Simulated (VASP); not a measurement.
# Ge (Cmmm) in VASP: a series of runs

Ge is run at these levels: LDA; tasks: single point.

Everything below comes from runs of VASP 6.6.1. Logs are shortened: lines on timing, memory, paths and dates and some standing lists are left out, and cuts for length are marked.

### 1 The cell of the first run

It takes space group Cmmm (No. 65, orthorhombic). Conventional cell: a = 2.776 Å, b = 5.166 Å, c = 2.680 Å, α = 90.00°, β = 90.00°, γ = 90.00°. Within 3.5 Å of Ge (site symmetry mmm) lie 8 Ge at 2.68 to 2.93 Å.

### 2 Single point, LDA

INCAR reads:

```
ALGO = Normal
EDIFF = 1E-6
ENCUT = 520
ISIF = 2
ISMEAR = -1
LASPH = True
LCHARG = False
LREAL = False
LWAVE = False
NBANDS = 13
NELM = 100
PREC = Accurate
SIGMA = 0.05
```

KPOINTS reads:

```
k-points
0
Gamma
  11 11 10
```

POSCAR reads:

```
Ge
1.0
    1.3877718785     -2.5830623466      0.0000000000
    1.3877718785      2.5830623466      0.0000000000
    0.0000000000      0.0000000000      2.6801215215
Ge
1
Direct
    0.5000000000      0.5000000000      0.0000000000
```

Potentials or basis: VASP PAW LDA potentials, release 64 (Ge_d).

The run is started by

```bash
cat potpaw_LDA.64/Ge_d/POTCAR > POTCAR
mpirun -np 1 vasp_std > vasp.out
```

OUTCAR:

```text
EDIFF = 1E-6
   ENCUT = 520
   ISIF = 2
   ISMEAR = -1
   LASPH = True
   LREAL = False
   NELM = 100
   PREC = Accurate

 ion  position               nearest neighbor table
   1  0.500  0.500  0.000-

  LATTYP: Found a base centered orthorhombic cell.
 ALAT       =     2.7755437570
 B/A-ratio  =     1.8613018369
 C/A-ratio  =     0.9656203455

  Lattice vectors:

 A1 = (   1.3877718785,  -2.5830623466,   0.0000000000)
 A2 = (   1.3877718785,   2.5830623466,   0.0000000000)
 A3 = (   0.0000000000,   0.0000000000,   2.6801215215)

Analysis of symmetry for initial positions (statically):
=====================================================================
 Subroutine PRICEL returns:
 Original cell was already a primitive cell.

 Routine SETGRP: Setting up the symmetry group for a
 base centered orthorhombic supercell.

 Subroutine GETGRP returns: Found  8 space group operations
 (whereof  8 operations were pure point group operations)
 out of a pool of  8 trial point group operations.

The static configuration has the point symmetry D_2h.

Analysis of symmetry for dynamics (positions and initial velocities):
=====================================================================
 Subroutine PRICEL returns:
 Original cell was already a primitive cell.

 Routine SETGRP: Setting up the symmetry group for a
 base centered orthorhombic supercell.

 Subroutine GETGRP returns: Found  8 space group operations
 (whereof  8 operations were pure point group operations)
 out of a pool of  8 trial point group operations.

The dynamic configuration has the point symmetry D_2h.

 Subroutine INISYM returns: Found  8 space group operations
 (whereof  8 operations are pure point group operations),
 and found     1 'primitive' translations

----------------------------------------------------------------------------------------

                                     Primitive cell

  volume of cell :      19.2149

  direct lattice vectors                    reciprocal lattice vectors
     1.387771878 -2.583062347  0.000000000     0.360289762 -0.193568692  0.000000000
     1.387771878  2.583062347  0.000000000     0.360289762  0.193568692  0.000000000
     0.000000000  0.000000000  2.680121521     0.000000000  0.000000000  0.373117410

  length of vectors
     2.932255424  2.932255424  2.680121521     0.408995784  0.408995784  0.373117410

  position of ions in fractional coordinates (direct lattice)
     0.500000000  0.500000000  0.000000000

  ion indices of the primitive-cell ions
   primitive index   ion index
[... 76 lines left out ...]
   NSW    =      0    number of steps for IOM
   IBRION =     -1    ionic relax: 0-MD 1-quasi-New 2-CG
   NFREE  =      0    steps in history (QN), initial steepest desc. (CG)
   ISIF   =      2    stress and relaxation
   ISYM   =      2    0-nonsym 1-usesym 2-fastsym
   POTIM  = 0.5000    time-step for ionic-motion
   TEBEG  =    0.0;   TEEND  =   0.0 temperature during run
   PSTRESS=    0.0 pullay stress
   NELECT =      14.0000    total number of electrons
   NUPDOWN=      -1.0000    fix difference up-down
   EMIN   =  10.00;   EMAX   =-10.00  energy-range for DOS
   EFERMI =   0.00;   METHOD = LEGACY
   ISMEAR =    -1;   SIGMA  =   0.05  broadening in eV -4-tet -1-fermi 0-gaus
   EFERMI_NEDOS =   21; number of points for ismear=-14 and -15
   IALGO  =     38    algorithm
   IMIX   =      4    mixing-type and parameters
     AMIX     =   0.40;   BMIX     =  1.00
     AMIX_MAG =   1.60;   BMIX_MAG =  1.00
  volume/ion in A,a.u.               =      19.21       129.67
  Fermi-wavevector in a.u.,A,eV,Ry     =   1.473121  2.783795 29.525797  2.170085
  Thomas-Fermi vector in A             =   2.588052
   LORBIT       =      0    0 simple, 1 ext, 2 COOP (PROOUT), +10 PAW based schemes
   GGA     = CA    functional components
   LHFCALC =     F    Hartree Fock is set to
   AEXX    =    0.0000 exact exchange contribution
   IVDW    =     0    specifies the selected vdW correction
   LEPSILON=     F    determine dielectric tensor
   LRPA    =     F    only Hartree local field effects (RPA)
 non-spin polarized calculation
  energy-cutoff  :      520.00
  volume of cell :       19.21
 maximum number of plane-waves:       530
 NGX is ok and might be reduce to    24
   NGX = 11   NGY = 11   NGZ =  9

 number of electron      13.9999994 magnetization

 Free energy of the ion-electron system (eV)
  ---------------------------------------------------
  ext. energy  EPLUGINS =         0.00000000
  ---------------------------------------------------
  free energy    TOTEN  =        -4.97420502 eV

  energy without entropy =       -4.97033198  energy(sigma->0) =       -4.97226850

 E-fermi :   6.1133     XC(G=0): -11.4222

 val. band max:        6.1083675154   @ k =   0.3636   0.1818   0.1000
 cond. band min:       6.1302312074   @ k =   0.4545   0.0909   0.4000
 fundamental gap:      0.0218636920
 Fermi energy:         6.1132692180

 k-point     1 :       0.0000    0.0000    0.0000
  band No.  band energies     occupation
      1     -18.6821      2.00000
      2     -18.6216      2.00000
      3     -18.5679      2.00000
      4     -18.4573      2.00000
      5     -18.4369      2.00000
      6      -6.8767      2.00000
      7      12.8614      0.00000
      8      13.3271      0.00000
      9      14.8564      0.00000
     10      16.4996      0.00000
     11      18.8304      0.00000
     12      21.2882      0.00000
     13      21.3515      0.00000
[... 354 lines left out ...]
  band No.  band energies     occupation
      1     -18.6727      2.00000
      2     -18.6175      2.00000
      3     -18.5415      2.00000
      4     -18.4698      2.00000
      5     -18.4393      2.00000
      6      -6.1595      2.00000
      7       8.4060      0.00000
      8      13.4132      0.00000
      9      13.5321      0.00000
     10      16.9344      0.00000
     11      18.4558      0.00000
     12      24.1925      0.00000
     13      24.1962      0.00000

 [... further k-points ...]
[... 5 lines left out ...]
  --------------------------------------------------------------------------------------
  -------------------------------------------------------------------------------------
  Total       -0.3803365     -0.7539776     -0.5103907      0.0000000      0.0000000      0.0000000
  in kB      -31.7132800    -62.8682782    -42.5574817      0.0000000      0.0000000      0.0000000
  external PRESSURE =     -45.7130133 kB  Pullay stress =       0.0000000 kB

 VOLUME and BASIS-vectors are now :
 -----------------------------------------------------------------------------
  energy-cutoff  :      520.00
  volume of cell :       19.21
      direct lattice vectors                 reciprocal lattice vectors
     1.387771878 -2.583062347  0.000000000     0.360289762 -0.193568692  0.000000000
     1.387771878  2.583062347  0.000000000     0.360289762  0.193568692  0.000000000
     0.000000000  0.000000000  2.680121521     0.000000000  0.000000000  0.373117410

 POSITION                                       TOTAL-FORCE (eV/Angst)
 -----------------------------------------------------------------------------------
      1.38777      0.00000      0.00000         0.000000      0.000000      0.000000
 -----------------------------------------------------------------------------------
    total drift:                               -0.000000     -0.000000     -0.000000

  FREE ENERGIE OF THE ION-ELECTRON SYSTEM (eV)
  ---------------------------------------------------
  free  energy   TOTEN  =        -4.9742050170 eV

  energy  without entropy=       -4.9703319802  energy(sigma->0) =       -4.97226850
```

stdout:

```text
POSCAR found type information on POSCAR Ge
 POSCAR found :  1 types and       1 ions
 scaLAPACK will be used
 LDA part: xc-table for (Slater(with rela. corr.)+CA(PZ))
 , standard interpolation
 POSCAR, INCAR and KPOINTS ok, starting setup
 FFT: planning ... GRIDC
 FFT: planning ... GRID_SOFT
 FFT: planning ... GRID
 WAVECAR not read
 entering main loop
```

Run time: 13 s. Hardware: 1 thread of Intel Xeon 6975P-C (Granite Rapids), shared host; peak memory 0.15 GiB.

What came out:

```yaml
Free_energy: -4.9742 eV
Pressure: -4.6 GPa
Band_gap_on_the_k_mesh: zero (band 7 reaches 12.86 eV, above the bottom of band 8 at 3.70 eV)
```

### 3 Single point, LDA

This run uses another cell than the first one, of 20.00 Å³/atom, 1.041 times its volume.

INCAR, as its differences from that of step 2:

```diff
@@ -3,2 +3,3 @@
 ENCUT = 520
+GGA = CA
 ISIF = 2
@@ -10,3 +11,3 @@
 NBANDS = 13
-NELM = 100
+NELM = 60
 PREC = Accurate
```

KPOINTS is that of step 2.

POSCAR reads:

```
Ge
1.0
    1.4064019120     -2.6177384622      0.0000000000
    1.4064019120      2.6177384622      0.0000000000
    0.0000000000      0.0000000000      2.7161006002
Ge
1
Direct
    0.5000000000      0.5000000000      0.0000000000
```

Potentials or basis: VASP PAW LDA potentials, release 64 (Ge_d).

The run is started by

```bash
cat potpaw_LDA.64/Ge_d/POTCAR > POTCAR
mpirun -np 1 vasp_std > vasp.out
```

Run time: 14 s. Hardware: 1 thread of Intel Xeon 6975P-C (Granite Rapids), shared host; peak memory 0.16 GiB.

It converged, with:

- Free energy: -4.9473 eV
- Pressure: -6.7 GPa
- Band gap on the k mesh: zero (band 7 reaches 12.23 eV, above the bottom of band 8 at 3.42 eV)

Stress tensor (GPa, compression positive):
```
-5.56  0.00  0.00
 0.00 -8.24  0.00
 0.00  0.00 -6.41
```

Levels at points of the mesh, in eV from the Fermi level:
| k point | band 4 | band 5 | band 6 | band 7 | band 8 | band 9 | band 10 | band 11 |
| --- | --- | --- | --- | --- | --- | --- | --- | --- |
| (0.00, 0.00, 0.00) | -24.56 | -24.54 | -12.66 | 6.53 | 6.94 | 8.40 | 10.23 | 12.44 |
| (0.00, 0.00, 0.50) | -24.60 | -24.57 | -9.02 | -5.47 | 9.62 | 11.07 | 15.95 | 16.01 |

### 4 Single point, LDA

This run uses another cell than the first one, of 20.39 Å³/atom, 1.061 times its volume.

INCAR reads:

```
SYSTEM = Ge
  PREC = Accurate
  ENCUT = 520
  EDIFF = 1E-6
  ISMEAR = -1
  SIGMA = 0.05
  LREAL = .False.
  LASPH = .True.
  NELM = 60
  ALGO = Normal
  ISIF = 2
  LWAVE = .False.
  LCHARG = .True.
  LELF = .True.
  LVHAR = .True.
  NBANDS = 13
```

KPOINTS reads:

```
regular mesh
0
Gamma
  11 11 10
  0 0 0
```

POSCAR reads:

```
Ge
1.0
    1.4155346479     -2.6347372402      0.0000000000
    1.4155346479      2.6347372402      0.0000000000
    0.0000000000      0.0000000000      2.7337381113
Ge
1
Direct
    0.5000000000      0.5000000000      0.0000000000
```

The run is started by

```bash
cat potpaw_LDA.64/Ge_d/POTCAR > POTCAR
mpirun -np 1 vasp_std > vasp.out
```

It took 15 s on 1 thread of Intel Xeon 6975P-C (Granite Rapids), shared host; peak memory 0.16 GiB.

The run converged. Its results:

- Free energy: -4.9302 eV
- Pressure: -7.6 GPa
- Band gap on the k mesh: zero (band 7 reaches 11.92 eV, above the bottom of band 8 at 3.29 eV)

Stress tensor (GPa, compression positive):
```
-6.59  0.00  0.00
 0.00 -9.02  0.00
 0.00  0.00 -7.34
```

Levels at points of the mesh, in eV from the Fermi level:
```csv
k point,band 4,band 5,band 6,band 7,band 8,band 9,band 10,band 11
"(0.00, 0.00, 0.00)",-24.56,-24.54,-12.51,6.43,6.81,8.24,10.15,12.31
"(0.00, 0.00, 0.50)",-24.60,-24.57,-8.95,-5.35,9.41,10.83,15.78,15.85
```

### 5 Summary

| cell | gap on the mesh (eV) | pressure (GPa) |
| --- | --- | --- |
| a = 2.932, b = 2.932, c = 2.680 Å, angles 90.0, 90.0, 123.5°, 1 atom | none | -4.6 |
| a = 2.972, b = 2.972, c = 2.716 Å, angles 90.0, 90.0, 123.5°, 1 atom | none | -6.7 |
| a = 2.991, b = 2.991, c = 2.734 Å, angles 90.0, 90.0, 123.5°, 1 atom | none | -7.6 |

Alike in all rows: task single point; level LDA; potentials or basis VASP PAW LDA potentials, release 64 (Ge_d); no spin polarisation; k mesh 11 × 11 × 10; cutoff (eV) 520; smearing fermi-dirac 0.05 eV.

Absolute energies hang on the potentials; compare differences alone.
